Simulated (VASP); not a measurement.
# WC (P-6m2) in VASP: elastic constants with PBEsol

Aim: the elastic constants of WC with PBEsol.

Everything below comes from runs of VASP 6.6.1. Logs are shortened: lines on timing, memory, paths and dates and some standing lists are left out, and cuts for length are marked.

### Step 1. The cell of the first run

It takes space group P-6m2 (No. 187, hexagonal). Conventional cell: a = 2.900 Å, b = 2.900 Å, c = 2.827 Å, α = 90.00°, β = 90.00°, γ = 120.00°. W (site symmetry -6m2) has 6 C at 2.19 Å and 8 W at 2.83 to 2.90 Å within 2.9 Å. C (site symmetry -6m2) has 6 W at 2.19 Å and 8 C at 2.83 to 2.90 Å within 2.9 Å.

### Step 2. Elastic constants, PBEsol

Contents of INCAR:

```
PREC     = Accurate       # precision mode
ENCUT    = 600            # plane-wave cutoff, eV
EDIFF    = 1E-8           # SCF threshold, eV
ISMEAR   = -1             # smearing method
SIGMA    = 0.15           # smearing width, eV
LREAL    = False          # projectors in reciprocal space
LASPH    = True           # aspherical terms in the spheres
NELM     = 60             # most SCF steps
ALGO     = Normal         # electronic algorithm
ISIF     = 3              # what is computed and relaxed
LWAVE    = False          # write WAVECAR
LCHARG   = False          # write CHGCAR
GGA      = PS             # functional
IBRION   = 6              # ionic algorithm
NFREE    = 2            
POTIM    = 0.015          # step
NSW      = 1              # ionic steps
```

Contents of KPOINTS:

```
regular mesh
0
Gamma
  18 18 14
```

Contents of POSCAR:

```
WC
1.0
    2.8996058129      0.0000000000      0.0000000000
   -1.4498029064      2.5111322949      0.0000000000
    0.0000000000      0.0000000000      2.8268146561
W C
1 1
Direct
    0.0000000000      0.0000000000      0.0000000000
    0.6666666667      0.3333333333      0.5000000000
```

Potentials or basis: VASP PAW PBE potentials, release 64 (W_sv, C).

Launch:

```bash
$ cat potpaw_PBE.64/W_sv/POTCAR potpaw_PBE.64/C/POTCAR > POTCAR
$ mpirun -np 1 vasp_std > vasp.out
```

OUTCAR:

```text
PREC = Accurate
   ENCUT = 600
   EDIFF = 1E-8
   ISMEAR = -1
   LREAL = False
   LASPH = True
   NELM = 60
   ISIF = 3
   GGA = PS
   IBRION = 6
   NFREE = 2
   POTIM = 0.015
   NSW = 1

 ion  position               nearest neighbor table
   1  0.000  0.000  0.000-   2 2.19   2 2.19   2 2.19   2 2.19   2 2.19   2 2.19
   2  0.667  0.333  0.500-   1 2.19   1 2.19   1 2.19   1 2.19   1 2.19   1 2.19

  LATTYP: Found a hexagonal cell.
 ALAT       =     2.8996058129
 C/A-ratio  =     0.9748961888

  Lattice vectors:

 A1 = (   2.8996058129,   0.0000000000,   0.0000000000)
 A2 = (  -1.4498029064,   2.5111322949,   0.0000000000)
 A3 = (   0.0000000000,   0.0000000000,   2.8268146561)

Analysis of symmetry for initial positions (statically):
=====================================================================
 Subroutine PRICEL returns:
 Original cell was already a primitive cell.

 Routine SETGRP: Setting up the symmetry group for a
 hexagonal supercell.

 Subroutine GETGRP returns: Found 12 space group operations
 (whereof 12 operations were pure point group operations)
 out of a pool of 24 trial point group operations.

The static configuration has the point symmetry D_3h.

Analysis of symmetry for dynamics (positions and initial velocities):
=====================================================================
 Subroutine PRICEL returns:
 Original cell was already a primitive cell.

 Routine SETGRP: Setting up the symmetry group for a
 hexagonal supercell.

 Subroutine GETGRP returns: Found 12 space group operations
 (whereof 12 operations were pure point group operations)
 out of a pool of 24 trial point group operations.

The dynamic configuration has the point symmetry D_3h.

[... 353 lines left out ...]
      6       6.6714      2.00000
      7       7.6769      2.00000
      8       7.6769      2.00000
      9      11.1816      0.70128
     10      14.3169      0.00000
     11      14.3169      0.00000
     12      16.7578      0.00000
     13      16.7578      0.00000
[... 354 lines left out ...]
  band No.  band energies     occupation
      1     -62.8018      2.00000
      2     -27.5335      2.00000
      3     -26.9984      2.00000
      4     -26.7338      2.00000
      5      -0.0105      2.00000
      6       4.1273      2.00000
      7       7.3850      2.00000
      8       7.5254      2.00000
      9      10.5585      1.94351
     10      12.8895      0.00001
     11      14.6516      0.00000
     12      15.9215      0.00000
     13      18.6558      0.00000

 [... further k-points ...]
[... 5 lines left out ...]
  --------------------------------------------------------------------------------------
  -------------------------------------------------------------------------------------
  Total        0.1362337      0.1362337      0.1777506      0.0000000     -0.0000000      0.0000000
  in kB       10.6044754     10.6044754     13.8361628      0.0000000     -0.0000000      0.0000000
  external PRESSURE =      11.6817045 kB  Pullay stress =       0.0000000 kB
[... 17 lines left out ...]
  FREE ENERGIE OF THE ION-ELECTRON SYSTEM (eV)
  ---------------------------------------------------
  free  energy   TOTEN  =       -23.9101592348 eV

  energy  without entropy=      -23.8867198699  energy(sigma->0) =      -23.89843955

 INTERNAL STRAIN TENSORS FROM STRAINED CELLS
 ============================================

 INTERNAL STRAIN TENSOR FOR ION    1 for displacements in x,y,z  (eV/Angst):
          X           Y           Z          XY          YZ          ZX
  --------------------------------------------------------------------------------
  x     0.00000    -0.00000     0.00000     5.61463    -0.00000     0.00000
  y     5.62580    -5.63326    -0.00000    -0.00018    -0.00034     0.00011
  z     0.00000     0.00000     0.00000     0.00000     0.00435     0.00000

 INTERNAL STRAIN TENSORS FROM DISPLACED ATOMS
 ============================================

 INTERNAL STRAIN TENSOR FOR ION    1 for displacements in x,y,z  (eV/Angst):
          X           Y           Z          XY          YZ          ZX
  --------------------------------------------------------------------------------
  x     0.00000    -0.00000     0.00000     5.61882     0.00000     0.00000
  y     5.61882    -5.61882     0.00000    -0.00000     0.00000     0.00000
  z     0.00000     0.00000     0.00000     0.00000     0.00000    -0.00000

 INTERNAL STRAIN TENSOR FOR ION    2 for displacements in x,y,z  (eV/Angst):
          X           Y           Z          XY          YZ          ZX
  --------------------------------------------------------------------------------
  x    -0.00000     0.00000    -0.00000    -5.62369     0.00000     0.00000
  y    -5.62369     5.62369     0.00000     0.00000     0.00000     0.00000
  z     0.00000     0.00000     0.00000     0.00000    -0.00000     0.00000

 Eigenvectors and eigenvalues of the dynamical matrix
 ----------------------------------------------------

   1 f  =   18.697262 THz   117.478364 2PiTHz  623.673538 cm-1    77.325629 meV
             X         Y         Z           dx          dy          dz
      0.000000  0.000000  0.000000    -0.217587   -0.118225    0.000000
      1.449803  0.837044  1.413407     0.851307    0.462553    0.000000
[... 21 lines left out ...]
   6 f/i=    0.000737 THz     0.004633 2PiTHz    0.024594 cm-1     0.003049 meV
             X         Y         Z           dx          dy          dz
      0.000000  0.000000  0.000000     0.000000    0.000000   -0.968843
      1.449803  0.837044  1.413407     0.000000    0.000000   -0.247677

--------------------------------------------------------------------------------------------------------

 ELASTIC MODULI CONTR FROM IONIC RELAXATION (kBar)
 Direction    XX          YY          ZZ          XY          YZ          ZX
 --------------------------------------------------------------------------------
 XX        -152.5216    152.5216      0.0000     -0.0000      0.0000     -0.0000
 YY         152.5216   -152.5216     -0.0000     -0.0000     -0.0000      0.0000
 ZZ           0.0000     -0.0000     -0.0000     -0.0000     -0.0000      0.0000
 XY          -0.0000     -0.0000     -0.0000   -152.5216     -0.0000     -0.0000
 YZ           0.0000     -0.0000     -0.0000     -0.0000     -0.0000      0.0000
 ZX          -0.0000      0.0000      0.0000     -0.0000      0.0000     -0.0000
 --------------------------------------------------------------------------------

 TOTAL ELASTIC MODULI (kBar)
 Direction    XX          YY          ZZ          XY          YZ          ZX
 --------------------------------------------------------------------------------
 XX        7406.5334   2448.6691   1902.7042      0.0000      0.0000     -0.0000
 YY        2448.6691   7406.5334   1902.7042      0.0000      0.0000     -0.0000
 ZZ        1902.7042   1902.7042   9947.4022      0.0000     -0.0000      0.0000
 XY           0.0000      0.0000      0.0000   2478.9321     -0.0000     -0.0000
 YZ           0.0000     -0.0000     -0.0000     -0.0000   3202.1384      0.0000
 ZX          -0.0000     -0.0000      0.0000     -0.0000      0.0000   3202.1378
 --------------------------------------------------------------------------------
```

OSZICAR:

```text
N       E                     dE             d eps       ncg     rms          rms(c)
DAV:   1     0.118713193933E+03    0.11871E+03   -0.10697E+04  7704   0.171E+03
DAV:   2    -0.224315780421E+02   -0.14114E+03   -0.13711E+03  8721   0.405E+02
DAV:   3    -0.267688239657E+02   -0.43372E+01   -0.42922E+01  9498   0.643E+01
DAV:   4    -0.268121159630E+02   -0.43292E-01   -0.43262E-01  8389   0.676E+00
[... 235 lines left out ...]
DAV:   4    -0.239101601390E+02   -0.12419E-04   -0.20873E-04 13508   0.138E-01    0.166E-02
DAV:   5    -0.239101593060E+02    0.83300E-06   -0.35749E-06 14198   0.310E-02    0.584E-03
DAV:   6    -0.239101592604E+02    0.45606E-07   -0.23916E-07 16084   0.629E-03    0.157E-03
DAV:   7    -0.239101592366E+02    0.23826E-07   -0.37572E-08 14283   0.343E-03    0.248E-04
DAV:   8    -0.239101592348E+02    0.17321E-08   -0.46877E-09  6262   0.785E-04
  21 F= -.23910159E+02 E0= -.23898440E+02  d E =-.234394E-01
```

Wall time 36 min (1 thread of Oxide Virtual Turin-like, shared host); peak memory 0.81 GiB.

What came out:

| Property | Result |
| --- | --- |
| Voigt bulk modulus | 414 GPa |
| Highest phonon frequency at Γ | 624 cm⁻¹ |

Phonon frequencies in cm⁻¹ (negative: imaginary):
```csv
q point,frequencies
"(0.000, 0.000, 0.000)",0 0 0 593 624 624
```

Elastic tensor in Voigt notation (GPa, in the Cartesian axes of the cell as first typed):
```
741 245 190   0   0   0
245 741 190   0   0   0
190 190 995   0   0   0
  0   0   0 320   0   0
  0   0   0   0 320   0
  0   0   0   0   0 248
```

Clamped-ion elastic tensor (GPa):
```
756 230 190   0   0   0
230 756 190   0   0   0
190 190 995   0   0   0
  0   0   0 320   0   0
  0   0   0   0 320   0
  0   0   0   0   0 263
```

Caveat: the cell is under stress, which shifts elastic constants; the PAW data sets were made with another functional, which shifts forces and pressure a little; spin-orbit coupling is left out, which moves the levels of the heavy elements.
